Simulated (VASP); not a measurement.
Write the native input for VASP 6.6.1 that does the following.

| Quantity | Value |
| --- | --- |
| Task | single point |
| Functional | PBE |
| Dispersion | D3(BJ) |
| Potentials or basis | VASP PAW PBE potentials, release 64 (Ga_d, Se) |
| Cutoff | 520 eV |
| k mesh | 12 × 12 × 6 |
| Occupations | gaussian, width 0.15 eV |
| Spin | no spin polarisation |
| Dipole correction | no |
| Further INCAR settings | ALGO = Fast; EDIFF = 1e-06; NBANDS = 55 |

The structure of Ga3Se lies in POSCAR:

```
Ga3Se
1.0
    4.3236103157      0.0000000000      0.0000000000
    0.0000000000      4.3236103157      0.0000000000
    0.0000000000      0.0000000000      8.6472206315
Ga Se
6 2
Direct
    0.0000000000      0.5000000000      0.2500000000
    0.0000000000      0.5000000000      0.7500000000
    0.5000000000      0.0000000000      0.2500000000
    0.5000000000      0.0000000000      0.7500000000
    0.5367977255      0.5367977255      0.0000000000
    0.4632022745      0.4632022745      0.5000000000
    0.0232171505      0.0232171505      0.0000000000
   -0.0232171505     -0.0232171505      0.5000000000
```

This cell differs from its parent crystal: atoms displaced along a vibrational mode.

These files were run (other wordings do the same):

INCAR

```
SYSTEM = Ga3Se
PREC = Accurate
ENCUT = 520
EDIFF = 1E-6
ISMEAR = 0
SIGMA = 0.15
LREAL = .False.
LASPH = .True.
NELM = 100
ALGO = Fast
ISIF = 2
LWAVE = .False.
LCHARG = .True.
GGA = PE
IVDW = 12
LELF = .True.
LVHAR = .True.
NBANDS = 55
```

KPOINTS

```
Automatic mesh
0
Gamma
  12 12 6
  0 0 0
```

Potentials or basis: VASP PAW PBE potentials, release 64 (Ga_d, Se).

Run with:

```bash
$ cat potpaw_PBE.64/Ga_d/POTCAR potpaw_PBE.64/Se/POTCAR > POTCAR
$ mpirun -np 1 vasp_std > vasp.out
```

Results of the run:

```
Pressure                   : 0.2 GPa
Largest force              : 0.118 eV/Å
Band gap on the k mesh     : zero (bands 45 and 46 overlap by 2.46 eV)
Dispersion energy per atom : -0.316 eV
```

Caveat: the cell differs from its parent crystal (atoms displaced along a vibrational mode).

Run time: 30 min on 1 thread of Oxide Virtual Turin-like Processor, with other jobs on the host, peak memory 1 GiB.
